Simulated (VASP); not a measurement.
# KBr (Fm-3m) in VASP: further runs, part 2 of 2

VASP 6.6.1. The steps go on from the part before.

## Step 4: Relaxation of cell and atoms, PBE

This run uses another cell than the first one, of 35.94 Å³/atom.

Input file INCAR:

```
SYSTEM = KBr
PREC = Accurate
ENCUT = 600
EDIFF = 1E-6
ISMEAR = -1
SIGMA = 0.05
LREAL = .FALSE.
LASPH = .TRUE.
NELM = 60
ALGO = Normal
ISIF = 3
LWAVE = .FALSE.
LCHARG = .FALSE.
GGA = PE
IBRION = 2
NSW = 60
EDIFFG = -0.01
```

Input file KPOINTS:

```
Automatic mesh
0
G
  7 7 7
  0 0 0
```

Input file POSCAR:

```
KBr
1.0
    0.0000000000      3.3000000000      3.3000000000
    3.3000000000      0.0000000000      3.3000000000
    3.3000000000      3.3000000000      0.0000000000
Br K
1 1
Direct
    0.5000000000      0.5000000000      0.5000000000
    0.0000000000      0.0000000000      0.0000000000
```

Command:

```console
> cat potpaw_PBE.64/Br/POTCAR potpaw_PBE.64/K_sv/POTCAR > POTCAR
> mpirun -np 1 vasp_std > vasp.out
```

It took 2 min on 1 thread of AMD EPYC 7R13, shared host; peak memory 0.22 GiB.

The run converged. Its results:

| Quantity | Value |
| --- | --- |
| Free energy | -6.2235 eV |
| Relaxed volume | 37.65 Å³/atom |
| Relaxed cell | a = 4.740 Å, b = 4.740 Å, c = 4.740 Å, α = 60.00°, β = 60.00°, γ = 60.00° |
| Space group after relaxing (to 0.1 Å) | Fm-3m (No. 225) |
| Energy gained by relaxing | 4.2 meV/atom |
| Ionic steps | 3 |
| Pressure after relaxing | 0.0 GPa |
| Band gap on the k mesh | 4.31 eV |

The path:
```tsv
step	energy change (eV)	largest force (eV/Å)	pressure (GPa)	volume (Å³)
1	0.0000	0.0000	0.77	71.87
2	-0.0063	0.0000	0.35	73.68
3	-0.0084	0.0000	0.04	75.30
```

Final structure:
```
CELL_PARAMETERS angstrom
0.00000 3.35159 3.35159
3.35159 0.00000 3.35159
3.35159 3.35159 0.00000
ATOMIC_POSITIONS crystal
Br 0.50000 0.50000 0.50000
K 0.00000 0.00000 0.00000
```

Levels at points of the mesh, in eV from the valence-band top:
| k point | band 6 | band 7 | band 8 | band 9 | band 10 | band 11 |
| --- | --- | --- | --- | --- | --- | --- |
| (0.00, 0.00, 0.00) | 0.00 | 0.00 | 0.00 | 4.31 | 7.59 | 7.59 |

Caveat: an odd mesh through Γ misses points on the zone boundary, where band edges can lie.

## Step 5: Relaxation of cell and atoms, revPBE

This run uses another cell than the first one, of 35.94 Å³/atom.

Input file INCAR:

```
SYSTEM = KBr
PREC = Accurate ; ENCUT = 600
EDIFF = 1E-7 ; ISMEAR = -1
SIGMA = 0.05 ; LREAL = .FALSE.
LASPH = .TRUE. ; NELM = 100
ALGO = Normal ; ISIF = 3
LWAVE = .FALSE. ; LCHARG = .FALSE.
GGA = RE ; IBRION = 2
NSW = 60 ; EDIFFG = -0.01
```

Input file KPOINTS:

```
regular mesh
0
G
  7 7 7
  0 0 0
```

POSCAR is that of step 4.

Potentials or basis: VASP PAW PBE potentials, release 64 (Br, K_sv).

Command:

```console
> cat potpaw_PBE.64/Br/POTCAR potpaw_PBE.64/K_sv/POTCAR > POTCAR
> mpirun -np 1 vasp_std > vasp.out
```

OUTCAR:

```text
SYSTEM = KBr
   PREC = Accurate
   ENCUT = 600
   EDIFF = 1E-7
   ISMEAR = -1
   LREAL = .FALSE.
   LASPH = .TRUE.
   NELM = 100
   ISIF = 3
   GGA = RE
   IBRION = 2
   NSW = 60
   EDIFFG = -0.01

 ion  position               nearest neighbor table
   1  0.500  0.500  0.500-   2 3.30   2 3.30   2 3.30   2 3.30   2 3.30   2 3.30
   2  0.000  0.000  0.000-   1 3.30   1 3.30   1 3.30   1 3.30   1 3.30   1 3.30

  LATTYP: Found a face centered cubic cell.
 ALAT       =     6.6000000000

  Lattice vectors:

 A1 = (   0.0000000000,   3.3000000000,   3.3000000000)
 A2 = (   3.3000000000,   0.0000000000,   3.3000000000)
 A3 = (   3.3000000000,   3.3000000000,   0.0000000000)

Analysis of symmetry for initial positions (statically):
=====================================================================
 Subroutine PRICEL returns:
 Original cell was already a primitive cell.

 Routine SETGRP: Setting up the symmetry group for a
 face centered cubic supercell.

 Subroutine GETGRP returns: Found 48 space group operations
 (whereof 48 operations were pure point group operations)
 out of a pool of 48 trial point group operations.

The static configuration has the point symmetry O_h .

Analysis of symmetry for dynamics (positions and initial velocities):
=====================================================================
 Subroutine PRICEL returns:
 Original cell was already a primitive cell.

 Routine SETGRP: Setting up the symmetry group for a
 face centered cubic supercell.

 Subroutine GETGRP returns: Found 48 space group operations
 (whereof 48 operations were pure point group operations)
 out of a pool of 48 trial point group operations.

The dynamic configuration has the point symmetry O_h .

 Subroutine INISYM returns: Found 48 space group operations
 (whereof 48 operations are pure point group operations),
 and found     1 'primitive' translations

----------------------------------------------------------------------------------------

[... 100 lines left out ...]
   EMIN   =  10.00;   EMAX   =-10.00  energy-range for DOS
   EFERMI =   0.00;   METHOD = LEGACY
   ISMEAR =    -1;   SIGMA  =   0.05  broadening in eV -4-tet -1-fermi 0-gaus
   EFERMI_NEDOS =   21; number of points for ismear=-14 and -15
   IALGO  =     38    algorithm
   IMIX   =      4    mixing-type and parameters
     AMIX     =   0.40;   BMIX     =  1.00
     AMIX_MAG =   1.60;   BMIX_MAG =  1.00
  volume/ion in A,a.u.               =      35.94       242.51
  Fermi-wavevector in a.u.,A,eV,Ry     =   0.992181  1.874950 13.393889  0.984423
  Thomas-Fermi vector in A             =   2.123975
   LORBIT       =      0    0 simple, 1 ext, 2 COOP (PROOUT), +10 PAW based schemes
   GGA     = RE    functional components
   LHFCALC =     F    Hartree Fock is set to
   AEXX    =    0.0000 exact exchange contribution
   IVDW    =     0    specifies the selected vdW correction
   LEPSILON=     F    determine dielectric tensor
   LRPA    =     F    only Hartree local field effects (RPA)
 conjugate gradient relaxation of ions
 non-spin polarized calculation
  energy-cutoff  :      600.00
  volume of cell :       71.87
 maximum number of plane-waves:      2421
 NGX is ok and might be reduce to    40
   NGX = 19   NGY = 19   NGZ = 19

--------------------------------------- Ionic step        1  -------------------------------------------

 number of electron      16.0000000 magnetization

 Free energy of the ion-electron system (eV)
  ---------------------------------------------------
  ext. energy  EPLUGINS =         0.00000000
  ---------------------------------------------------
  free energy    TOTEN  =        -5.86653104 eV

  energy without entropy =       -5.86653104  energy(sigma->0) =       -5.86653104

------------------------ aborting loop because EDIFF is reached ----------------------------------------

  FORCE on cell =-STRESS in cart. coord.  units (eV):
  Direction    XX          YY          ZZ          XY          YZ          ZX
  --------------------------------------------------------------------------------------
  -------------------------------------------------------------------------------------
  Total        0.8564588      0.8564588      0.8564588      0.0000000      0.0000000      0.0000000
  in kB       19.0917279     19.0917279     19.0917279      0.0000000      0.0000000      0.0000000
  external PRESSURE =      19.0917279 kB  Pullay stress =       0.0000000 kB
[... 131 lines left out ...]
--------------------------------------- Ionic step        5  -------------------------------------------

 number of electron      16.0000000 magnetization

 Free energy of the ion-electron system (eV)
  ---------------------------------------------------
  ext. energy  EPLUGINS =         0.00000000
  ---------------------------------------------------
  free energy    TOTEN  =        -5.91981653 eV

  energy without entropy =       -5.91981653  energy(sigma->0) =       -5.91981653

 E-fermi :  -1.0229     XC(G=0):  -6.5528

 val. band max:       -2.0988972909   @ k =   0.0000   0.0000   0.0000
 cond. band min:       2.3000516288   @ k =   0.0000   0.0000   0.0000
 fundamental gap:      4.3989489197
 Fermi energy:        -1.0229294314

 k-point     1 :       0.0000    0.0000    0.0000
  band No.  band energies     occupation
      1     -30.2837      2.00000
      2     -14.2131      2.00000
      3     -13.7171      2.00000
      4     -13.7171      2.00000
      5     -13.7171      2.00000
      6      -2.0989      2.00000
      7      -2.0989      2.00000
      8      -2.0989      2.00000
      9       2.3001      0.00000
     10       5.6134      0.00000
     11       5.6134      0.00000
     12       5.6134      0.00000
[... 312 lines left out ...]
  FREE ENERGIE OF THE ION-ELECTRON SYSTEM (eV)
  ---------------------------------------------------
  free  energy   TOTEN  =        -5.9198165346 eV

  energy  without entropy=       -5.9198165345  energy(sigma->0) =       -5.91981653

 reached required accuracy - stopping structural energy minimisation
```

OSZICAR:

```text
N       E                     dE             d eps       ncg     rms          rms(c)
DAV:   1     0.116795925256E+03    0.11680E+03   -0.77485E+03   480   0.132E+03
DAV:   2     0.126900067180E+01   -0.11553E+03   -0.10796E+03   632   0.284E+02
DAV:   3    -0.574864363953E+01   -0.70176E+01   -0.69941E+01   616   0.660E+01
[... 56 lines left out ...]
DAV:   3    -0.591977981247E+01    0.54920E-03   -0.18138E-03   848   0.350E-01    0.826E-02
DAV:   4    -0.591980160527E+01   -0.21793E-04   -0.37552E-05   860   0.437E-02    0.369E-02
DAV:   5    -0.591981658771E+01   -0.14982E-04   -0.49564E-05   936   0.409E-02    0.733E-03
DAV:   6    -0.591981651293E+01    0.74785E-07   -0.14404E-06   856   0.130E-02    0.241E-03
DAV:   7    -0.591981653462E+01   -0.21695E-07   -0.97026E-08   476   0.223E-03
   5 F= -.59198165E+01 E0= -.59198165E+01  d E =-.532855E-01
```

Wall time 4.5 min (1 thread of AMD EPYC 7R13, shared host); peak memory 0.22 GiB.

Results:

| Quantity | Value |
| --- | --- |
| Free energy | -5.9198 eV |
| Relaxed volume | 41.00 Å³/atom |
| Relaxed cell | a = 4.877 Å, b = 4.877 Å, c = 4.877 Å, α = 60.00°, β = 60.00°, γ = 60.00° |
| Space group after relaxing (to 0.1 Å) | Fm-3m (No. 225) |
| Energy gained by relaxing | 26.6 meV/atom |
| Ionic steps | 5 |
| Pressure after relaxing | 0.0 GPa |
| Band gap on the k mesh | 4.40 eV |

Step by step:
| step | energy change (eV) | largest force (eV/Å) | pressure (GPa) | volume (Å³) |
| --- | --- | --- | --- | --- |
| 1 | 0.0000 | 0.0000 | 1.91 | 71.87 |
| 2 | -0.0389 | 0.0000 | 0.89 | 76.42 |
| 3 | -0.0470 | 0.0000 | -0.47 | 86.13 |
| 4 | -0.0532 | 0.0000 | -0.05 | 82.42 |
| 5 | -0.0533 | 0.0000 | 0.00 | 82.00 |

Final structure:
```yaml
crystal:
  lattice:
    - [0.00000, 3.44824, 3.44824]
    - [3.44824, 0.00000, 3.44824]
    - [3.44824, 3.44824, 0.00000]
  atoms:
    - { symbol: Br, position: [0.50000, 0.50000, 0.50000] }
    - { symbol: K, position: [0.00000, 0.00000, 0.00000] }
```

Levels at points of the mesh, in eV from the valence-band top:
| k point | band 6 | band 7 | band 8 | band 9 | band 10 | band 11 |
| --- | --- | --- | --- | --- | --- | --- |
| (0.00, 0.00, 0.00) | 0.00 | 0.00 | 0.00 | 4.40 | 7.71 | 7.71 |

Caveat: the PAW data sets were made with another functional, which shifts forces and pressure a little; an odd mesh through Γ misses points on the zone boundary, where band edges can lie. Zero-point motion and thermal expansion aren't in these numbers.

## Step 6: Overview

| task | level | cell | cutoff (eV) | gap on the mesh (eV) | pressure (GPa) | relaxed volume (Å³/atom) |
| --- | --- | --- | --- | --- | --- | --- |
| single point | BLYP | a = 4.819 Å, angles 60.0°, 2 atoms | 520 | 4.19 | 0.0 | - |
| single point | revPBE | a = 4.874 Å, angles 60.0°, 2 atoms | 520 | 4.40 | 0.0 | - |
| relaxation of cell and atoms | PBE | relaxed from a = 4.667 Å, angles 60.0°, 2 atoms | 600 | 4.31 | 0.0 | 37.65 |
| relaxation of cell and atoms | revPBE | relaxed from a = 4.667 Å, angles 60.0°, 2 atoms | 600 | 4.40 | 0.0 | 41.00 |

Alike in all rows: potentials or basis VASP PAW PBE potentials, release 64 (Br, K_sv); no spin polarisation; k mesh 7 × 7 × 7; smearing fermi-dirac 0.05 eV.

Caveats: an odd mesh through Γ misses points on the zone boundary, where band edges can lie; the PAW data sets were made with another functional, which shifts forces and pressure a little (at least some runs).

Total energies depend on the potentials used, so only differences within one code and one set of settings carry meaning.
